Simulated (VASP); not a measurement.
# HfB in VASP: further runs

HfB is run at these levels: PBE; tasks: single point, relaxation of cell and atoms.

Everything below comes from runs of VASP 6.6.1. Logs are shortened: lines on timing, memory, paths and dates and some standing lists are left out, and cuts for length are marked.

## Step 1: The cell of the first run

The structure is trigonal, space group R-3m (No. 166). Conventional cell: a = 3.435 Å, b = 3.435 Å, c = 8.286 Å, α = 90.00°, β = 90.00°, γ = 120.00°. Within 3.2 Å of Hf (site symmetry -3m) lie 6 B at 2.42 Å. Within 3.2 Å of B (site symmetry -3m) lie 6 Hf at 2.42 Å.

## Step 2: Single point, PBE

The input, INCAR:

```
SYSTEM = HfB
PREC = Accurate ; ENCUT = 520
EDIFF = 1E-7 ; ISMEAR = 0
SIGMA = 0.1 ; LREAL = .False.
LASPH = .True. ; NELM = 100
ALGO = Normal ; ISIF = 2
LWAVE = .False. ; LCHARG = .False.
GGA = PE ; NBANDS = 28
```

The input, KPOINTS:

```
Automatic mesh
0
Gamma
  6 6 4
  0 0 0
```

The input, POSCAR:

```
HfB
1.0
    3.4346537445      0.0000003035      0.0000000000
   -1.7173271351      2.9744972442      0.0000000000
    0.0000000000      0.0000000000      8.2863914816
Hf B
3 3
Direct
    0.0000000000      0.0000000000      0.0000000000
    0.3333333333      0.6666666667      0.3333333333
    0.6666666667      0.3333333333      0.6666666667
    0.6666666667      0.3333333333      0.1666666667
    0.0000000000      0.0000000000      0.5000000000
    0.3333333333      0.6666666667      0.8333333333
```

Potentials or basis: VASP PAW PBE potentials, release 64 (Hf_pv, B).

On the command line:

```
> cat potpaw_PBE.64/Hf_pv/POTCAR potpaw_PBE.64/B/POTCAR > POTCAR
> mpirun -np 1 vasp_std > vasp.out
```

OUTCAR:

```text
SYSTEM = HfB
   PREC = Accurate
   ENCUT = 520
   EDIFF = 1E-7
   ISMEAR = 0
   LREAL = .False.
   LASPH = .True.
   NELM = 100
   ISIF = 2
   GGA = PE

 ion  position               nearest neighbor table
   1  0.000  0.000  0.000-   4 2.42   6 2.42   4 2.42   6 2.42   4 2.42   6 2.42   2 3.40   3 3.40
                             2 3.40   3 3.40   3 3.40   2 3.40
   2  0.333  0.667  0.333-   4 2.42   4 2.42   5 2.42   4 2.42   5 2.42   5 2.42   1 3.40   1 3.40
                             1 3.40   3 3.40   3 3.40   3 3.40
   3  0.667  0.333  0.667-   6 2.42   6 2.42   5 2.42   6 2.42   5 2.42   5 2.42   1 3.40   1 3.40
                             1 3.40   2 3.40   2 3.40   2 3.40
   4  0.667  0.333  0.167-   2 2.42   2 2.42   1 2.42   2 2.42   1 2.42   1 2.42
   5  0.000  0.000  0.500-   2 2.42   3 2.42   3 2.42   2 2.42   3 2.42   2 2.42
   6  0.333  0.667  0.833-   3 2.42   3 2.42   1 2.42   3 2.42   1 2.42   1 2.42

  LATTYP: Found a hexagonal cell.
 ALAT       =     3.4346537445
 C/A-ratio  =     2.4125842364

  Lattice vectors:

 A1 = (   3.4346537445,   0.0000003035,   0.0000000000)
 A2 = (  -1.7173271351,   2.9744972442,   0.0000000000)
 A3 = (   0.0000000000,   0.0000000000,   8.2863914816)

Analysis of symmetry for initial positions (statically):
=====================================================================
 Subroutine PRICEL returns following result:

  LATTYP: Found a trigonal (rhomboedric) cell.
 ALAT       =     3.4002421946
 COS(alpha) =     0.4898284663

  Lattice vectors:

 A1 = (   1.7173267843,   0.9914992839,  -2.7621304944)
 A2 = (   0.0000001754,  -1.9829982641,  -2.7621304936)
 A3 = (  -1.7173269597,   0.9914989801,  -2.7621304936)

   3 primitive cells build up your supercell.

 Routine SETGRP: Setting up the symmetry group for a
 hexagonal supercell.

 Subroutine GETGRP returns: Found 12 space group operations
 (whereof 12 operations were pure point group operations)
 out of a pool of 24 trial point group operations.

The static configuration has the point symmetry D_3d.

Analysis of symmetry for dynamics (positions and initial velocities):
=====================================================================
 Subroutine PRICEL returns following result:

  LATTYP: Found a trigonal (rhomboedric) cell.
 ALAT       =     3.4002421946
 COS(alpha) =     0.4898284663

  Lattice vectors:

 A1 = (   1.7173267843,   0.9914992839,  -2.7621304944)
 A2 = (   0.0000001754,  -1.9829982641,  -2.7621304936)
 A3 = (  -1.7173269597,   0.9914989801,  -2.7621304936)

   3 primitive cells build up your supercell.

 Routine SETGRP: Setting up the symmetry group for a
 hexagonal supercell.

 Subroutine GETGRP returns: Found 12 space group operations
 (whereof 12 operations were pure point group operations)
 out of a pool of 24 trial point group operations.

The dynamic configuration has the point symmetry D_3d.

 Subroutine INISYM returns: Found 12 space group operations
 (whereof 12 operations are pure point group operations),
 and found     3 'primitive' translations

----------------------------------------------------------------------------------------

                                     Primitive cell

  volume of cell :      28.2189

  direct lattice vectors                    reciprocal lattice vectors
     1.717326784  0.991499284 -2.762130494     0.291150149  0.168095651 -0.120679792
     0.000000175 -1.982998264 -2.762130494     0.000000030 -0.336191251 -0.120679792
    -1.717326960  0.991498980 -2.762130494    -0.291150179  0.168095600 -0.120679792

  length of vectors
     3.400242195  3.400242194  3.400242194     0.357194862  0.357194862  0.357194862

  position of ions in fractional coordinates (direct lattice)
     0.000000000  0.000000000  0.000000000
     0.500000000  0.500000000  0.500000000

  ion indices of the primitive-cell ions
   primitive index   ion index
                 1           1
                 2           4

----------------------------------------------------------------------------------------

 KPOINTS: Automatic mesh

Automatic generation of k-mesh.
 Grid dimensions read from file:
 generate k-points for:    6    6    4

 Generating k-lattice:

  Cartesian coordinates                     Fractional coordinates (reciprocal lattice)
     0.048525025  0.028015942  0.000000000     0.166666667  0.000000000  0.000000000
    -0.000000005  0.056031875  0.000000000     0.000000000  0.166666667  0.000000000
     0.000000000  0.000000000  0.030169948     0.000000000  0.000000000  0.250000000

  Length of vectors
     0.056031875  0.056031875  0.030169948

  Shift w.r.t. Gamma in fractional coordinates (k-lattice)
     0.000000000  0.000000000  0.000000000

 Subroutine IBZKPT returns following result:
 ===========================================

 Found     24 irreducible k-points:

 Following reciprocal coordinates:
            Coordinates               Weight
  0.000000  0.000000  0.000000      1.000000
  0.166667  0.000000  0.000000      6.000000
  0.333333  0.000000  0.000000      6.000000
  0.500000  0.000000  0.000000      3.000000
  0.166667  0.166667  0.000000      6.000000
  0.333333  0.166667  0.000000     12.000000
[... 16 lines left out ...]
  0.333333  0.166667  0.500000     12.000000
  0.333333  0.333333  0.500000      2.000000
   k-points           NKPTS =     24   k-points in BZ     NKDIM =     24   number of bands    NBANDS=     28
   number of dos      NEDOS =    301   number of ions     NIONS =      6
   total plane-waves  NPLWV =  50176
   dimension x,y,z NGX =    28 NGY =   28 NGZ =   64
   dimension x,y,z NGXF=    56 NGYF=   56 NGZF=  128
   ions per type =               3   3
   NGX,Y,Z   is equivalent  to a cutoff of  13.55, 13.55, 12.84 a.u.
   NGXF,Y,Z  is equivalent  to a cutoff of  27.11, 27.11, 25.68 a.u.
 SYSTEM =  HfB
   PREC   = accura    normal or accurate (medium, high low for compatibility)
   ISTART =      0    job   : 0-new  1-cont  2-samecut
   ICHARG =      2    charge: 1-file 2-atom 10-const
   ISPIN  =      1    spin polarized calculation?
   LNONCOLLINEAR =      F non collinear calculations
   LSORBIT =      F    spin-orbit coupling
   LASPH  =      T    aspherical Exc in radial PAW
   ENCUT  =  520.0 eV  38.22 Ry    6.18 a.u.   6.39  6.39 15.41*2*pi/ulx,y,z
   NELM   =    100;   NELMIN=  2; NELMDL= -5     # of ELM steps
   EDIFF  = 0.1E-06   stopping-criterion for ELM
   LREAL  =      F    real-space projection
   EDIFFG = 0.1E-05   stopping-criterion for IOM
   NSW    =      0    number of steps for IOM
   IBRION =     -1    ionic relax: 0-MD 1-quasi-New 2-CG
   NFREE  =      0    steps in history (QN), initial steepest desc. (CG)
   ISIF   =      2    stress and relaxation
   ISYM   =      2    0-nonsym 1-usesym 2-fastsym
   POTIM  = 0.5000    time-step for ionic-motion
   TEBEG  =    0.0;   TEEND  =   0.0 temperature during run
   PSTRESS=    0.0 pullay stress
   NELECT =      39.0000    total number of electrons
   NUPDOWN=      -1.0000    fix difference up-down
   EMIN   =  10.00;   EMAX   =-10.00  energy-range for DOS
   EFERMI =   0.00;   METHOD = LEGACY
   ISMEAR =     0;   SIGMA  =   0.10  broadening in eV -4-tet -1-fermi 0-gaus
   EFERMI_NEDOS =   21; number of points for ismear=-14 and -15
   IALGO  =     38    algorithm
   IMIX   =      4    mixing-type and parameters
     AMIX     =   0.40;   BMIX     =  1.00
     AMIX_MAG =   1.60;   BMIX_MAG =  1.00
  volume/ion in A,a.u.               =      14.11        95.22
  Fermi-wavevector in a.u.,A,eV,Ry     =   1.264374  2.389321 21.750854  1.598643
  Thomas-Fermi vector in A             =   2.397683
   LORBIT       =      0    0 simple, 1 ext, 2 COOP (PROOUT), +10 PAW based schemes
   GGA     = PE    functional components
   LHFCALC =     F    Hartree Fock is set to
   AEXX    =    0.0000 exact exchange contribution
   IVDW    =     0    specifies the selected vdW correction
   LEPSILON=     F    determine dielectric tensor
   LRPA    =     F    only Hartree local field effects (RPA)
 non-spin polarized calculation
 Gauss-broadening in eV      SIGMA  =   0.10
  energy-cutoff  :      520.00
  volume of cell :       84.66
 maximum number of plane-waves:      2309
 NGX is ok and might be reduce to    28
   NGX = 13   NGY = 13   NGZ = 31

 number of electron      39.0000001 magnetization

 Free energy of the ion-electron system (eV)
  ---------------------------------------------------
  ext. energy  EPLUGINS =         0.00000000
  ---------------------------------------------------
  free energy    TOTEN  =       -52.41794899 eV

  energy without entropy =      -52.40444974  energy(sigma->0) =      -52.41119936

 E-fermi :   4.2859     XC(G=0): -11.6724

 val. band max:        4.2603093804   @ k =   0.0000   0.0000   0.2500
 cond. band min:       4.3619547065   @ k =  -0.0000   0.1667   0.2500
 fundamental gap:      0.1016453261
 Fermi energy:         4.2858557395

 k-point     1 :       0.0000    0.0000    0.0000
  band No.  band energies     occupation
      1     -25.0605      2.00000
      2     -25.0605      2.00000
      3     -24.7702      2.00000
      4     -24.7702      2.00000
      5     -24.7702      2.00000
      6     -24.7702      2.00000
[... 20 lines left out ...]
     27       8.7545      0.00000
     28       8.7545      0.00000

 k-point     2 :       0.1667    0.0000    0.0000
  band No.  band energies     occupation
      1     -25.0519      2.00000
      2     -25.0455      2.00000
      3     -24.8539      2.00000
      4     -24.8217      2.00000
      5     -24.8116      2.00000
      6     -24.8110      2.00000
[... 20 lines left out ...]
     27       9.6328      0.00000
     28       9.7853      0.00000

 k-point     3 :       0.3333    0.0000    0.0000
  band No.  band energies     occupation
      1     -25.0827      2.00000
      2     -25.0737      2.00000
      3     -25.0064      2.00000
      4     -24.9084      2.00000
      5     -24.8726      2.00000
      6     -24.8653      2.00000
[... 616 lines left out ...]
      3     -25.0450      2.00000
      4     -24.9668      2.00000
      5     -24.8945      2.00000
      6     -24.8794      2.00000
[... 20 lines left out ...]
     27      10.3716      0.00000
     28      10.6463      0.00000

 k-point    24 :       0.3333    0.3333    0.5000
  band No.  band energies     occupation
      1     -25.0654      2.00000
      2     -25.0654      2.00000
      3     -25.0654      2.00000
      4     -24.9430      2.00000
      5     -24.9430      2.00000
      6     -24.9430      2.00000
[... 20 lines left out ...]
     27       9.1274      0.00000
     28      10.9687      0.00000

------------------------ aborting loop because EDIFF is reached ----------------------------------------

  FORCE on cell =-STRESS in cart. coord.  units (eV):
  Direction    XX          YY          ZZ          XY          YZ          ZX
  --------------------------------------------------------------------------------------
  -------------------------------------------------------------------------------------
  Total        0.1266418      0.1266418      0.0669953     -0.0000000      0.0000000      0.0000000
  in kB        2.3967660      2.3967660      1.2679234     -0.0000000      0.0000000      0.0000000
  external PRESSURE =       2.0204851 kB  Pullay stress =       0.0000000 kB

 VOLUME and BASIS-vectors are now :
 -----------------------------------------------------------------------------
  energy-cutoff  :      520.00
  volume of cell :       84.66
      direct lattice vectors                 reciprocal lattice vectors
     3.434653744  0.000000303  0.000000000     0.291150149  0.168095651  0.000000000
    -1.717327135  2.974497244  0.000000000    -0.000000030  0.336191251  0.000000000
     0.000000000  0.000000000  8.286391482     0.000000000  0.000000000  0.120679792

 POSITION                                       TOTAL-FORCE (eV/Angst)
 -----------------------------------------------------------------------------------
      0.00000      0.00000      0.00000        -0.000000      0.000000      0.000000
     -0.00000      1.98300      2.76213        -0.000000     -0.000000     -0.000000
      1.71733      0.99150      5.52426         0.000000      0.000000      0.000000
      1.71733      0.99150      1.38107        -0.000000      0.000000      0.000000
      0.00000      0.00000      4.14320         0.000000     -0.000000      0.000000
     -0.00000      1.98300      6.90533         0.000000      0.000000      0.000000
 -----------------------------------------------------------------------------------
    total drift:                               -0.000000      0.000000     -0.000000

  FREE ENERGIE OF THE ION-ELECTRON SYSTEM (eV)
  ---------------------------------------------------
  free  energy   TOTEN  =       -52.4179489887 eV

  energy  without entropy=      -52.4044497402  energy(sigma->0) =      -52.41119936
```

Run time: 93 s. Hardware: 1 thread of Intel Xeon Platinum 8488C (Sapphire Rapids), shared host; peak memory 0.22 GiB.

What came out:

* Free energy: -52.4179 eV
* Pressure: 0.2 GPa

Stress tensor (GPa, compression positive):
```
0.24 0.00 0.00
0.00 0.24 0.00
0.00 0.00 0.13
```

Caveat: spin-orbit coupling is left out, which moves the levels of the heavy elements.

[end of part 1 of 2]
